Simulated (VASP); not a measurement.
# W (I4/mmm) in VASP: a series of runs

Runs on W. Level: r2SCAN. Tasks: single point.

Program: VASP 6.6.1. These are calculated values, not measurements. Logs are shortened: lines on timing, memory, paths and dates and some standing lists are left out, and cuts for length are marked.

### Step 1. The cell of the first run

The structure is tetragonal, space group I4/mmm (No. 139). The conventional cell has a = 2.871 Å, b = 2.871 Å, c = 4.385 Å, α = 90.00°, β = 90.00°, γ = 90.00°. Within 3.8 Å of W (site symmetry 4/mmm) lie 12 W at 2.87 to 2.99 Å.

### Step 2. Single point, r2SCAN (strain +0.000 along x and y, +0.080 along z)

POSCAR

```
W
1.0
    0.0000000000      2.0300000000      2.1924000000
    2.0300000000      0.0000000000      2.1924000000
    2.0300000000      2.0300000000      0.0000000000
W
1
Direct
    0.0000000000      0.0000000000      0.0000000000
```

INCAR.step1

```
PREC = Accurate
ENCUT = 520
ISMEAR = 0
SIGMA = 0.15
LREAL = F
LASPH = T
NELM = 100
NBANDS = 13
GGA = PE
ALGO = Normal
EDIFF = 1E-4
LWAVE = T
LCHARG = F
```

INCAR.step2

```
PREC = Accurate
ENCUT = 520
EDIFF = 1E-6
ISMEAR = 0
SIGMA = 0.15
LREAL = F
LASPH = T
NELM = 100
ALGO = Normal
ISIF = 2
LWAVE = F
LCHARG = F
METAGGA = R2SCAN
LMIXTAU = T
NBANDS = 13
ISTART = 1
```

KPOINTS

```
Automatic mesh
0
Gamma
  20 20 20
```

Potentials or basis: VASP PAW PBE potentials, release 64 (W_sv).

Launch:

```sh
$ cat potpaw_PBE.64/W_sv/POTCAR > POTCAR
$ cp INCAR.step1 INCAR
$ mpirun -np 1 vasp_std > vasp.out
$ cp INCAR.step2 INCAR
$ mpirun -np 1 vasp_std > vasp.out
```

OUTCAR:

```text
PREC = Accurate
   ENCUT = 520
   EDIFF = 1E-6
   ISMEAR = 0
   LREAL = F
   LASPH = T
   NELM = 100
   ISIF = 2
   METAGGA = R2SCAN
   ISTART = 1

 ion  position               nearest neighbor table
   1  0.000  0.000  0.000-

  LATTYP: Found a body centered tetragonal cell.
 ALAT       =     2.8708535316
 C/A-ratio  =     1.5273506474

  Lattice vectors:

 A1 = (  -2.0300000000,   0.0000000000,   2.1924000000)
 A2 = (   2.0300000000,   0.0000000000,   2.1924000000)
 A3 = (   0.0000000000,   2.0300000000,  -2.1924000000)

Analysis of symmetry for initial positions (statically):
=====================================================================
 Subroutine PRICEL returns:
 Original cell was already a primitive cell.

 Routine SETGRP: Setting up the symmetry group for a
 body centered tetragonal supercell.

 Subroutine GETGRP returns: Found 16 space group operations
 (whereof 16 operations were pure point group operations)
 out of a pool of 16 trial point group operations.

The static configuration has the point symmetry D_4h.

Analysis of symmetry for dynamics (positions and initial velocities):
=====================================================================
 Subroutine PRICEL returns:
 Original cell was already a primitive cell.

 Routine SETGRP: Setting up the symmetry group for a
 body centered tetragonal supercell.

 Subroutine GETGRP returns: Found 16 space group operations
 (whereof 16 operations were pure point group operations)
 out of a pool of 16 trial point group operations.

The dynamic configuration has the point symmetry D_4h.

 Subroutine INISYM returns: Found 16 space group operations
 (whereof 16 operations are pure point group operations),
 and found     1 'primitive' translations

----------------------------------------------------------------------------------------

                                     Primitive cell

  volume of cell :      18.0693

  direct lattice vectors                    reciprocal lattice vectors
     0.000000000  2.030000000  2.192400000    -0.246305419  0.246305419  0.228060573
     2.030000000  0.000000000  2.192400000     0.246305419 -0.246305419  0.228060573
     2.030000000  2.030000000  0.000000000     0.246305419  0.246305419 -0.228060573

  length of vectors
     2.987895206  2.987895206  2.870853532     0.416346422  0.416346422  0.416346422

  position of ions in fractional coordinates (direct lattice)
     0.000000000  0.000000000  0.000000000

  ion indices of the primitive-cell ions
   primitive index   ion index
                 1           1

----------------------------------------------------------------------------------------

 KPOINTS: Automatic mesh

Automatic generation of k-mesh.
 Grid dimensions read from file:
 generate k-points for:   20   20   20

 Generating k-lattice:

  Cartesian coordinates                     Fractional coordinates (reciprocal lattice)
    -0.012315271  0.012315271  0.011403029     0.050000000 -0.000000000  0.000000000
     0.012315271 -0.012315271  0.011403029    -0.000000000  0.050000000  0.000000000
     0.012315271  0.012315271 -0.011403029     0.000000000  0.000000000  0.050000000

  Length of vectors
     0.020817321  0.020817321  0.020817321

  Shift w.r.t. Gamma in fractional coordinates (k-lattice)
     0.000000000  0.000000000  0.000000000

 Subroutine IBZKPT returns following result:
 ===========================================

 Found    641 irreducible k-points:

 Following reciprocal coordinates:
            Coordinates               Weight
  0.000000  0.000000  0.000000      1.000000
  0.050000  0.000000  0.000000      8.000000
  0.100000 -0.000000  0.000000      8.000000
  0.150000  0.000000  0.000000      8.000000
  0.200000 -0.000000  0.000000      8.000000
  0.250000  0.000000  0.000000      8.000000
[... 16 lines left out ...]
 -0.400000  0.050000  0.000000      8.000000
 -0.350000  0.050000  0.000000      8.000000
 [... further k-points ...]
   k-points           NKPTS =    641   k-points in BZ     NKDIM =    641   number of bands    NBANDS=     13
   number of dos      NEDOS =    301   number of ions     NIONS =      1
   total plane-waves  NPLWV =  13824
   dimension x,y,z NGX =    24 NGY =   24 NGZ =   24
   dimension x,y,z NGXF=    48 NGYF=   48 NGZF=   48
   ions per type =               1
   NGX,Y,Z   is equivalent  to a cutoff of  13.35, 13.35, 13.90 a.u.
   NGXF,Y,Z  is equivalent  to a cutoff of  26.71, 26.71, 27.80 a.u.
 SYSTEM =  unknown system
   PREC   = accura    normal or accurate (medium, high low for compatibility)
   ISTART =      1    job   : 0-new  1-cont  2-samecut
   ICHARG =      0    charge: 1-file 2-atom 10-const
   ISPIN  =      1    spin polarized calculation?
   LNONCOLLINEAR =      F non collinear calculations
   LSORBIT =      F    spin-orbit coupling
   LASPH  =      T    aspherical Exc in radial PAW
   ENCUT  =  520.0 eV  38.22 Ry    6.18 a.u.   5.56  5.56  5.34*2*pi/ulx,y,z
   NELM   =    100;   NELMIN=  2; NELMDL=  0     # of ELM steps
   EDIFF  = 0.1E-05   stopping-criterion for ELM
   LREAL  =      F    real-space projection
   EDIFFG = 0.1E-04   stopping-criterion for IOM
   NSW    =      0    number of steps for IOM
   IBRION =     -1    ionic relax: 0-MD 1-quasi-New 2-CG
   NFREE  =      0    steps in history (QN), initial steepest desc. (CG)
   ISIF   =      2    stress and relaxation
   ISYM   =      2    0-nonsym 1-usesym 2-fastsym
   POTIM  = 0.5000    time-step for ionic-motion
   TEBEG  =    0.0;   TEEND  =   0.0 temperature during run
   PSTRESS=    0.0 pullay stress
   NELECT =      14.0000    total number of electrons
   NUPDOWN=      -1.0000    fix difference up-down
   EMIN   =  10.00;   EMAX   =-10.00  energy-range for DOS
   EFERMI =   0.00;   METHOD = LEGACY
   ISMEAR =     0;   SIGMA  =   0.15  broadening in eV -4-tet -1-fermi 0-gaus
   EFERMI_NEDOS =   21; number of points for ismear=-14 and -15
   IALGO  =     38    algorithm
   IMIX   =      4    mixing-type and parameters
     AMIX     =   0.40;   BMIX     =  1.00
     AMIX_MAG =   1.60;   BMIX_MAG =  1.00
  volume/ion in A,a.u.               =      18.07       121.94
  Fermi-wavevector in a.u.,A,eV,Ry     =   1.503616  2.841422 30.760875  2.260861
  Thomas-Fermi vector in A             =   2.614703
   LORBIT       =      0    0 simple, 1 ext, 2 COOP (PROOUT), +10 PAW based schemes
   METAGGA = R2SCAN    functional components
   LHFCALC =     F    Hartree Fock is set to
   AEXX    =    0.0000 exact exchange contribution
   IVDW    =     0    specifies the selected vdW correction
   LEPSILON=     F    determine dielectric tensor
   LRPA    =     F    only Hartree local field effects (RPA)
 non-spin polarized calculation
 Gauss-broadening in eV      SIGMA  =   0.15
  energy-cutoff  :      520.00
  volume of cell :       18.07
 maximum number of plane-waves:       504
   NGX = 11   NGY = 11   NGZ = 11

 number of electron      13.9999999 magnetization

 Free energy of the ion-electron system (eV)
  ---------------------------------------------------
  ext. energy  EPLUGINS =         0.00000000
  ---------------------------------------------------
  free energy    TOTEN  =       -50.70517869 eV

  energy without entropy =      -50.69279700  energy(sigma->0) =      -50.69898784

 E-fermi :   9.2278     XC(G=0): -14.1257

 val. band max:        9.2258706553   @ k =   0.3000   0.0000   0.3000
 cond. band min:       9.2284136985   @ k =   0.4500   0.0500   0.0000
 fundamental gap:      0.0025430433
 Fermi energy:         9.2278178420

 k-point     1 :       0.0000    0.0000    0.0000
  band No.  band energies     occupation
      1     -66.7674      2.00000
      2     -29.8536      2.00000
      3     -29.7829      2.00000
      4     -29.7829      2.00000
      5       0.1106      2.00000
      6       7.8721      2.00000
      7       9.0060      1.96354
      8       9.0060      1.96354
      9      10.7273      0.00000
     10      12.2798      0.00000
     11      22.3994      0.00000
     12      25.9893      0.00000
     13      28.3262      0.00000

 k-point     2 :       0.0500    0.0000    0.0000
  band No.  band energies     occupation
      1     -66.7655      2.00000
      2     -29.8632      2.00000
      3     -29.8005      2.00000
      4     -29.7847      2.00000
      5       0.2139      2.00000
      6       7.8913      2.00000
      7       8.9493      1.99136
      8       9.0541      1.89857
      9      10.7043      0.00000
     10      12.2224      0.00000
     11      22.6045      0.00000
     12      26.0125      0.00000
     13      27.8937      0.00000

 k-point     3 :       0.1000   -0.0000    0.0000
  band No.  band energies     occupation
      1     -66.7599      2.00000
      2     -29.9060      2.00000
      3     -29.8358      2.00000
      4     -29.7898      2.00000
      5       0.5161      2.00000
      6       7.9126      2.00000
      7       8.8196      1.99988
      8       9.1884      1.29014
      9      10.6664      0.00000
     10      12.0725      0.00000
     11      23.1693      0.00000
     12      25.6897      0.00000
     13      27.6070      0.00000

 k-point     4 :       0.1500    0.0000    0.0000
  band No.  band energies     occupation
      1     -66.7513      2.00000
      2     -29.9987      2.00000
      3     -29.8637      2.00000
      4     -29.7978      2.00000
      5       0.9934      2.00000
      6       7.8476      2.00000
      7       8.7072      2.00000
      8       9.3735      0.16963
      9      10.6992      0.00000
     10      11.8946      0.00000
     11      23.8417      0.00000
     12      24.9114      0.00000
     13      28.1855      0.00000

 k-point     5 :       0.2000   -0.0000    0.0000
  band No.  band energies     occupation
      1     -66.7403      2.00000
      2     -30.1230      2.00000
      3     -29.8895      2.00000
      4     -29.8078      2.00000
      5       1.6007      2.00000
      6       7.6887      2.00000
      7       8.6237      2.00000
      8       9.5380      0.00345
      9      10.9071      0.00000
     10      11.7921      0.00000
     11      23.4173      0.00000
     12      25.1313      0.00000
     13      29.2180      0.00000
[... 257 lines left out ...]
 k-point    22 :      -0.4500    0.0500    0.0000
  band No.  band energies     occupation
      1     -66.6887      2.00000
      2     -30.6802      2.00000
      3     -30.0111      2.00000
      4     -29.8545      2.00000
      5       3.7800      2.00000
      6       7.8562      2.00000
      7       9.0547      1.89738
      8       9.1444      1.56853
      9      13.2988      0.00000
     10      14.1025      0.00000
     11      18.5925      0.00000
     12      22.0804      0.00000
     13      27.0798      0.00000

 k-point    23 :      -0.4000    0.0500    0.0000
  band No.  band energies     occupation
      1     -66.6926      2.00000
      2     -30.6389      2.00000
      3     -30.0045      2.00000
      4     -29.8471      2.00000
      5       3.7171      2.00000
      6       7.9547      2.00000
      7       8.5841      2.00000
      8       9.2098      1.13464
      9      12.9401      0.00000
     10      13.8476      0.00000
     11      19.2700      0.00000
     12      22.5241      0.00000
     13      27.5023      0.00000

 k-point    24 :      -0.3500    0.0500    0.0000
  band No.  band energies     occupation
      1     -66.6999      2.00000
      2     -30.5610      2.00000
      3     -29.9905      2.00000
      4     -29.8371      2.00000
      5       3.5371      2.00000
      6       7.9389      2.00000
      7       8.1768      2.00000
      8       9.3381      0.29839
      9      12.4628      0.00000
     10      13.3028      0.00000
     11      20.2076      0.00000
     12      23.3775      0.00000
     13      28.4657      0.00000

 [... further k-points ...]

------------------------ aborting loop because EDIFF is reached ----------------------------------------

  FORCE on cell =-STRESS in cart. coord.  units (eV):
  Direction    XX          YY          ZZ          XY          YZ          ZX
  --------------------------------------------------------------------------------------
  -------------------------------------------------------------------------------------
  Total       -3.4552004     -3.4552004     -1.7136160      0.0000000      0.0000000      0.0000000
  in kB     -306.3669786   -306.3669786   -151.9435340      0.0000000      0.0000000      0.0000000
  external PRESSURE =    -254.8924971 kB  Pullay stress =       0.0000000 kB

 VOLUME and BASIS-vectors are now :
 -----------------------------------------------------------------------------
  energy-cutoff  :      520.00
  volume of cell :       18.07
      direct lattice vectors                 reciprocal lattice vectors
     0.000000000  2.030000000  2.192400000    -0.246305419  0.246305419  0.228060573
     2.030000000  0.000000000  2.192400000     0.246305419 -0.246305419  0.228060573
     2.030000000  2.030000000  0.000000000     0.246305419  0.246305419 -0.228060573

 POSITION                                       TOTAL-FORCE (eV/Angst)
 -----------------------------------------------------------------------------------
      0.00000      0.00000      0.00000         0.000000      0.000000      0.000000
 -----------------------------------------------------------------------------------
    total drift:                               -0.000000      0.000000     -0.000000

  FREE ENERGIE OF THE ION-ELECTRON SYSTEM (eV)
  ---------------------------------------------------
  free  energy   TOTEN  =       -50.7051786852 eV

  energy  without entropy=      -50.6927970017  energy(sigma->0) =      -50.69898784
```

Wall time 2.5 min (1 thread of Intel Xeon 6975P-C (Granite Rapids), shared host); peak memory 0.26 GiB.

Results:

```yaml
Free_energy: -50.7052 eV
Pressure: -25.5 GPa
Band_gap_on_the_k_mesh: zero (bands 7 and 8 overlap by 3.28 eV)
```

Levels at points of the mesh, in eV from the Fermi level:
```tsv
k point	band 4	band 5	band 6	band 7	band 8	band 9	band 10	band 11
(0.00, 0.00, 0.00)	-39.01	-9.12	-1.36	-0.22	-0.22	1.50	3.05	13.17
(0.50, 0.00, 0.00)	-39.08	-5.53	-1.32	-0.16	0.07	4.22	4.64	9.32
(0.50, 0.50, 0.00)	-39.26	-5.34	-4.32	1.41	4.65	4.98	4.98	10.68
(0.50, 0.00, 0.50)	-39.35	-5.14	-4.32	2.88	4.30	4.48	5.53	10.50
```

Caveat: the cell differs from its parent crystal (strain +0.000 along x and y, +0.080 along z); the stress differs along the axes, from -31 to -15 GPa; the PAW data sets were made with another functional, which shifts forces and pressure a little; spin-orbit coupling is left out, which moves the levels of the heavy elements.

(Part 1 of 2 ends here.)

The gap in the log of VASP goes by the Fermi energy; the results here count the filled bands.